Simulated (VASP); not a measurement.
# HfC (zincblende type) (F-43m) in VASP: further runs

HfC (zincblende type) is run at these levels: PBE; tasks: relaxation of cell and atoms.

Program: VASP 6.6.1. These are calculated values, not measurements. Logs are shortened: lines on timing, memory, paths and dates and some standing lists are left out, and cuts for length are marked.

## Step 1: The cell of the first run

Symmetry: F-43m, No. 216, cubic system. Conventional cell: a = 4.943 Å, b = 4.943 Å, c = 4.943 Å, α = 90.00°, β = 90.00°, γ = 90.00°. Hf (site symmetry -43m) has 4 C at 2.14 Å within 2.8 Å. Within 2.8 Å of C (site symmetry -43m) lie 4 Hf at 2.14 Å.

## Step 2: Relaxation of cell and atoms, PBE, target pressure 0.032 GPa, at which the enthalpy is minimised

The input, INCAR:

```
SYSTEM = HfC
PREC = Accurate ; ENCUT = 600
EDIFF = 1E-7 ; ISMEAR = -1
SIGMA = 0.1 ; LREAL = .FALSE.
LASPH = .TRUE. ; NELM = 80
ALGO = Normal ; ISIF = 3
LWAVE = .FALSE. ; LCHARG = .FALSE.
GGA = PE ; IBRION = 2
NSW = 60 ; EDIFFG = -0.005
PSTRESS = 0.32
```

The input, KPOINTS:

```
regular mesh
0
G
  13 13 13
  0 0 0
```

The input, POSCAR:

```
HfC
1.0
    0.0000000000      2.4713074607      2.4713074607
    2.4713074607      0.0000000000      2.4713074607
    2.4713074607      2.4713074607      0.0000000000
Hf C
1 1
Direct
    0.0000000000      0.0000000000      0.0000000000
    0.2500000000      0.2500000000      0.2500000000
```

Potentials or basis: VASP PAW PBE potentials, release 64 (Hf_pv, C).

Launch:

```sh
$ cat potpaw_PBE.64/Hf_pv/POTCAR potpaw_PBE.64/C/POTCAR > POTCAR
$ mpirun -np 1 vasp_std > vasp.out
```

OUTCAR:

```text
SYSTEM = HfC
   PREC = Accurate
   ENCUT = 600
   EDIFF = 1E-7
   ISMEAR = -1
   LREAL = .FALSE.
   LASPH = .TRUE.
   NELM = 80
   ISIF = 3
   GGA = PE
   IBRION = 2
   NSW = 60
   EDIFFG = -0.005
   PSTRESS = 0.32

 ion  position               nearest neighbor table
   1  0.000  0.000  0.000-   2 2.14   2 2.14   2 2.14   2 2.14
   2  0.250  0.250  0.250-   1 2.14   1 2.14   1 2.14   1 2.14

  LATTYP: Found a face centered cubic cell.
 ALAT       =     4.9426149214

  Lattice vectors:

 A1 = (   0.0000000000,   2.4713074607,   2.4713074607)
 A2 = (   2.4713074607,   0.0000000000,   2.4713074607)
 A3 = (   2.4713074607,   2.4713074607,   0.0000000000)

Analysis of symmetry for initial positions (statically):
=====================================================================
 Subroutine PRICEL returns:
 Original cell was already a primitive cell.

 Routine SETGRP: Setting up the symmetry group for a
 face centered cubic supercell.

 Subroutine GETGRP returns: Found 24 space group operations
 (whereof 24 operations were pure point group operations)
 out of a pool of 48 trial point group operations.

The static configuration has the point symmetry T_d .

Analysis of symmetry for dynamics (positions and initial velocities):
=====================================================================
 Subroutine PRICEL returns:
 Original cell was already a primitive cell.

 Routine SETGRP: Setting up the symmetry group for a
 face centered cubic supercell.

 Subroutine GETGRP returns: Found 24 space group operations
 (whereof 24 operations were pure point group operations)
 out of a pool of 48 trial point group operations.

The dynamic configuration has the point symmetry T_d .

 Subroutine INISYM returns: Found 24 space group operations
 (whereof 24 operations are pure point group operations),
 and found     1 'primitive' translations

----------------------------------------------------------------------------------------

                                     Primitive cell

  volume of cell :      30.1863

  direct lattice vectors                    reciprocal lattice vectors
     0.000000000  2.471307461  2.471307461    -0.202322053  0.202322053  0.202322053
     2.471307461  0.000000000  2.471307461     0.202322053 -0.202322053  0.202322053
     2.471307461  2.471307461  0.000000000     0.202322053  0.202322053 -0.202322053

  length of vectors
     3.494956528  3.494956528  3.494956528     0.350432076  0.350432076  0.350432076

  position of ions in fractional coordinates (direct lattice)
     0.000000000  0.000000000  0.000000000
     0.250000000  0.250000000  0.250000000

  ion indices of the primitive-cell ions
   primitive index   ion index
                 1           1
                 2           2

----------------------------------------------------------------------------------------

 KPOINTS: regular mesh

Automatic generation of k-mesh.
 Grid dimensions read from file:
 generate k-points for:   13   13   13

 Generating k-lattice:

  Cartesian coordinates                     Fractional coordinates (reciprocal lattice)
    -0.015563235  0.015563235  0.015563235     0.076923077  0.000000000  0.000000000
     0.015563235 -0.015563235  0.015563235     0.000000000  0.076923077  0.000000000
     0.015563235  0.015563235 -0.015563235     0.000000000  0.000000000  0.076923077

  Length of vectors
     0.026956314  0.026956314  0.026956314

  Shift w.r.t. Gamma in fractional coordinates (k-lattice)
     0.000000000  0.000000000  0.000000000

 Subroutine IBZKPT returns following result:
 ===========================================

 Found     84 irreducible k-points:

 Following reciprocal coordinates:
            Coordinates               Weight
  0.000000  0.000000  0.000000      1.000000
  0.076923  0.000000  0.000000      8.000000
  0.153846  0.000000  0.000000      8.000000
  0.230769  0.000000  0.000000      8.000000
  0.307692  0.000000  0.000000      8.000000
  0.384615  0.000000  0.000000      8.000000
[... 16 lines left out ...]
  0.384615  0.153846  0.000000     24.000000
  0.461538  0.153846  0.000000     24.000000
 [... further k-points ...]
   k-points           NKPTS =     84   k-points in BZ     NKDIM =     84   number of bands    NBANDS=     11
   number of dos      NEDOS =    301   number of ions     NIONS =      2
   total plane-waves  NPLWV =  21952
   dimension x,y,z NGX =    28 NGY =   28 NGZ =   28
   dimension x,y,z NGXF=    56 NGYF=   56 NGZF=   56
   ions per type =               1   1
   NGX,Y,Z   is equivalent  to a cutoff of  13.32, 13.32, 13.32 a.u.
   NGXF,Y,Z  is equivalent  to a cutoff of  26.64, 26.64, 26.64 a.u.
 SYSTEM =  HfC
   PREC   = accura    normal or accurate (medium, high low for compatibility)
   ISTART =      0    job   : 0-new  1-cont  2-samecut
   ICHARG =      2    charge: 1-file 2-atom 10-const
   ISPIN  =      1    spin polarized calculation?
   LNONCOLLINEAR =      F non collinear calculations
   LSORBIT =      F    spin-orbit coupling
   LASPH  =      T    aspherical Exc in radial PAW
   ENCUT  =  600.0 eV  44.10 Ry    6.64 a.u.   6.98  6.98  6.98*2*pi/ulx,y,z
   NELM   =     80;   NELMIN=  2; NELMDL= -5     # of ELM steps
   EDIFF  = 0.1E-06   stopping-criterion for ELM
   LREAL  =      F    real-space projection
   EDIFFG = -.5E-02   stopping-criterion for IOM
   NSW    =     60    number of steps for IOM
   IBRION =      2    ionic relax: 0-MD 1-quasi-New 2-CG
   NFREE  =      1    steps in history (QN), initial steepest desc. (CG)
   ISIF   =      3    stress and relaxation
   ISYM   =      2    0-nonsym 1-usesym 2-fastsym
   POTIM  = 0.5000    time-step for ionic-motion
   TEBEG  =    0.0;   TEEND  =   0.0 temperature during run
   PSTRESS=    0.3 pullay stress
   NELECT =      14.0000    total number of electrons
   NUPDOWN=      -1.0000    fix difference up-down
   EMIN   =  10.00;   EMAX   =-10.00  energy-range for DOS
   EFERMI =   0.00;   METHOD = LEGACY
   ISMEAR =    -1;   SIGMA  =   0.10  broadening in eV -4-tet -1-fermi 0-gaus
   EFERMI_NEDOS =   21; number of points for ismear=-14 and -15
   IALGO  =     38    algorithm
   IMIX   =      4    mixing-type and parameters
     AMIX     =   0.40;   BMIX     =  1.00
     AMIX_MAG =   1.60;   BMIX_MAG =  1.00
  volume/ion in A,a.u.               =      15.09       101.85
  Fermi-wavevector in a.u.,A,eV,Ry     =   1.267207  2.394673 21.848403  1.605812
  Thomas-Fermi vector in A             =   2.400367
   LORBIT       =      0    0 simple, 1 ext, 2 COOP (PROOUT), +10 PAW based schemes
   GGA     = PE    functional components
   LHFCALC =     F    Hartree Fock is set to
   AEXX    =    0.0000 exact exchange contribution
   IVDW    =     0    specifies the selected vdW correction
   LEPSILON=     F    determine dielectric tensor
   LRPA    =     F    only Hartree local field effects (RPA)
 conjugate gradient relaxation of ions
 non-spin polarized calculation
  energy-cutoff  :      600.00
  volume of cell :       30.19
 maximum number of plane-waves:      1020
   NGX = 13   NGY = 13   NGZ = 13

--------------------------------------- Ionic step        1  -------------------------------------------

 number of electron      13.9999999 magnetization

 Free energy of the ion-electron system (eV)
  ---------------------------------------------------
  ext. energy  EPLUGINS =         0.00000000
  ---------------------------------------------------
  free energy    TOTEN  =       -19.70330631 eV

  energy without entropy =      -19.69365675  energy(sigma->0) =      -19.69848153

------------------------ aborting loop because EDIFF is reached ----------------------------------------

  FORCE on cell =-STRESS in cart. coord.  units (eV):
  Direction    XX          YY          ZZ          XY          YZ          ZX
  --------------------------------------------------------------------------------------
  -------------------------------------------------------------------------------------
  Total        1.9356438      1.9356438      1.9356438      0.0000000     -0.0000000      0.0000000
  in kB      102.7367164    102.7367164    102.7367164      0.0000000     -0.0000000      0.0000000
  external PRESSURE =     102.4167164 kB  Pullay stress =       0.3200000 kB

 VOLUME and BASIS-vectors are now :
 -----------------------------------------------------------------------------
  energy-cutoff  :      600.00
  volume of cell :       30.19
      direct lattice vectors                 reciprocal lattice vectors
     0.000000000  2.471307461  2.471307461    -0.202322053  0.202322053  0.202322053
     2.471307461  0.000000000  2.471307461     0.202322053 -0.202322053  0.202322053
     2.471307461  2.471307461  0.000000000     0.202322053  0.202322053 -0.202322053
[... 84 lines left out ...]
  FREE ENERGIE OF THE ION-ELECTRON SYSTEM (eV)
  ---------------------------------------------------
  free  energy   TOTEN  =       -19.7585568246 eV

  energy  without entropy=      -19.7504827162  energy(sigma->0) =      -19.75451977

  enthalpy is  TOTEN    =       -19.7521617454 eV   P V=        0.0063950792

--------------------------------------- Ionic step        4  -------------------------------------------

 number of electron      14.0000000 magnetization

 Free energy of the ion-electron system (eV)
  ---------------------------------------------------
  ext. energy  EPLUGINS =         0.00000000
  ---------------------------------------------------
  free energy    TOTEN  =       -19.75856635 eV

  energy without entropy =      -19.75046284  energy(sigma->0) =      -19.75451460

 E-fermi :   3.8523     XC(G=0): -10.8216

 val. band max:        3.6059935887   @ k =  -0.3077   0.4615   0.2308
 cond. band min:       4.0584864256   @ k =  -0.3077   0.4615   0.1538
 fundamental gap:      0.4524928369
 Fermi energy:         3.8522645991

 k-point     1 :       0.0000    0.0000    0.0000
  band No.  band energies     occupation
      1     -25.9631      2.00000
      2     -25.9631      2.00000
      3     -25.9631      2.00000
      4      -6.9657      2.00000
      5       1.4127      2.00000
      6       1.4127      2.00000
      7       1.4127      2.00000
      8       6.9331      0.00000
      9       7.2873      0.00000
     10       7.2873      0.00000
     11      12.8144      0.00000

 k-point     2 :       0.0769    0.0000    0.0000
  band No.  band energies     occupation
      1     -25.9820      2.00000
      2     -25.9658      2.00000
      3     -25.9658      2.00000
      4      -6.8705      2.00000
      5       1.2674      2.00000
      6       1.4620      2.00000
      7       1.4620      2.00000
      8       7.2018      0.00000
      9       7.2018      0.00000
     10       7.2322      0.00000
     11      12.6354      0.00000
[... 295 lines left out ...]
 k-point    24 :       0.4615    0.1538    0.0000
  band No.  band energies     occupation
      1     -26.2444      2.00000
      2     -26.0439      2.00000
      3     -26.0256      2.00000
      4      -5.2319      2.00000
      5       0.5665      2.00000
      6       1.8881      2.00000
      7       2.3009      2.00000
      8       6.3364      0.00000
      9       7.8778      0.00000
     10       8.1950      0.00000
     11      10.8018      0.00000

 [... further k-points ...]

------------------------ aborting loop because EDIFF is reached ----------------------------------------

  FORCE on cell =-STRESS in cart. coord.  units (eV):
  Direction    XX          YY          ZZ          XY          YZ          ZX
  --------------------------------------------------------------------------------------
  -------------------------------------------------------------------------------------
  Total        0.0112662      0.0112662      0.0112662      0.0000000      0.0000000     -0.0000000
  in kB        0.5644006      0.5644006      0.5644006      0.0000000      0.0000000     -0.0000000
  external PRESSURE =       0.2444006 kB  Pullay stress =       0.3200000 kB

 VOLUME and BASIS-vectors are now :
 -----------------------------------------------------------------------------
  energy-cutoff  :      600.00
  volume of cell :       31.98
      direct lattice vectors                 reciprocal lattice vectors
    -0.000000000  2.519357720  2.519357720    -0.198463281  0.198463281  0.198463281
     2.519357720  0.000000000  2.519357720     0.198463281 -0.198463281  0.198463281
     2.519357720  2.519357720  0.000000000     0.198463281  0.198463281 -0.198463281

 POSITION                                       TOTAL-FORCE (eV/Angst)
 -----------------------------------------------------------------------------------
      0.00000      0.00000      0.00000        -0.000000     -0.000000     -0.000000
      1.25968      1.25968      1.25968         0.000000      0.000000      0.000000
 -----------------------------------------------------------------------------------
    total drift:                               -0.000000     -0.000000      0.000000

  FREE ENERGIE OF THE ION-ELECTRON SYSTEM (eV)
  ---------------------------------------------------
  free  energy   TOTEN  =       -19.7585663517 eV

  energy  without entropy=      -19.7504628385  energy(sigma->0) =      -19.75451460

  enthalpy is  TOTEN    =       -19.7521787342 eV   P V=        0.0063876175

 reached required accuracy - stopping structural energy minimisation
```

It took 2.4 min on 1 thread of Intel Xeon 8259CL, shared host; peak memory 0.2 GiB.

Results:

```yaml
Free_energy: -19.7586 eV
Relaxed_volume: 15.99 Å³/atom
Relaxed_cell: a = 3.563 Å, b = 3.563 Å, c = 3.563 Å, α = 60.00°, β = 60.00°, γ = 60.00°
Space_group_after_relaxing_to_0.1_Å: F-43m (No. 216)
Energy_change_on_relaxing_the_run_minimises_the_enthalpy: -27.6 meV/atom
Ionic_steps: 4
Pressure_after_relaxing: 0.1 GPa
Band_gap_on_the_k_mesh: 0.45 eV (least direct gap 0.47 eV)
```

The path:
```csv
step,energy change (eV),largest force (eV/Å),pressure (GPa),volume (Å³)
1,0.0000,0.0000,10.27,30.19
2,0.0378,0.0000,-10.73,34.60
3,-0.0553,0.0000,-0.13,32.02
4,-0.0553,0.0000,0.06,31.98
```

Final structure:
```yaml
crystal:
  lattice:
    - [0.00000, 2.51936, 2.51936]
    - [2.51936, 0.00000, 2.51936]
    - [2.51936, 2.51936, 0.00000]
  atoms:
    - { symbol: Hf, position: [0.00000, 0.00000, 0.00000] }
    - { symbol: C, position: [0.25000, 0.25000, 0.25000] }
```

Levels at points of the mesh, in eV from the valence-band top:
| k point | band 5 | band 6 | band 7 | band 8 | band 9 | band 10 |
| --- | --- | --- | --- | --- | --- | --- |
| (0.00, 0.00, 0.00) | -2.19 | -2.19 | -2.19 | 3.33 | 3.68 | 3.68 |

Caveat: the cell is relaxed towards a set pressure, so the run minimises the enthalpy, not the energy; spin-orbit coupling is left out, which moves the levels of the heavy elements; an odd mesh through Γ misses points on the zone boundary, where band edges can lie.

(Continued in part 2 of 2.)
